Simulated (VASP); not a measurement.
A run of VASP 6.6.1 is set up as follows.

The input POSCAR:

```
P
1.0
    3.2617279678      0.0000000000      0.0000000000
   -1.6308639839      2.8247392804      0.0000000000
    0.0000000000      0.0000000000      3.2460190386
P
2
Direct
    0.3333333333      0.6666666667      0.2500000000
    0.6666666667      0.3333333333      0.7500000000
```

Contents of INCAR.step1:

```
SYSTEM = P
PREC = Accurate ; ENCUT = 600
ISMEAR = 0 ; SIGMA = 0.02
LREAL = .FALSE. ; LASPH = .TRUE.
NELM = 60 ; GGA = PE
ALGO = Normal ; EDIFF = 1E-4
LWAVE = .TRUE. ; LCHARG = .FALSE.
```

File INCAR.step2:

```
SYSTEM = P
PREC = Accurate ; ENCUT = 600
EDIFF = 1E-6 ; ISMEAR = 0
SIGMA = 0.02 ; LREAL = .FALSE.
LASPH = .TRUE. ; NELM = 60
ALGO = Normal ; ISIF = 3
LWAVE = .FALSE. ; LCHARG = .FALSE.
METAGGA = R2SCAN ; LMIXTAU = .TRUE.
IBRION = 2 ; NSW = 50
EDIFFG = -0.02 ; ISTART = 1
```

The input KPOINTS:

```
Automatic mesh
0
G
  7 7 6
  0 0 0
```

Potentials or basis: VASP PAW PBE potentials, release 64 (P).

Command:

```bash
$ cat potpaw_PBE.64/P/POTCAR > POTCAR
$ cp INCAR.step1 INCAR
$ mpirun -np 1 vasp_std > vasp.out
$ cp INCAR.step2 INCAR
$ mpirun -np 1 vasp_std > vasp.out
```

Task: Estimate the relaxed volume.

Result: 14.90 Å³/atom.

Task: Estimate the relaxed cell.

Result: a = 3.285 Å, b = 3.285 Å, c = 3.187 Å, α = 90.00°, β = 90.00°, γ = 120.00°.

The path:
```tsv
step	energy change (eV)	largest force (eV/Å)	pressure (GPa)	volume (Å³)
1	0.0000	0.0000	0.76	29.91
2	-0.0060	0.0000	-0.42	30.21
3	-0.0060	0.0000	-0.89	30.36
4	-0.0065	0.0000	-0.75	30.28
5	-0.0065	0.0000	-0.78	30.29
6	-0.0067	0.0000	-0.62	30.01
7	-0.0067	0.0000	-0.61	30.03
8	-0.0073	0.0000	0.32	29.71
9	-0.0074	0.0000	0.10	29.77
10	-0.0074	0.0000	-0.09	29.81
11	-0.0075	0.0000	0.00	29.79
```

Caveat: the PAW data sets were made with another functional, which shifts forces and pressure a little.
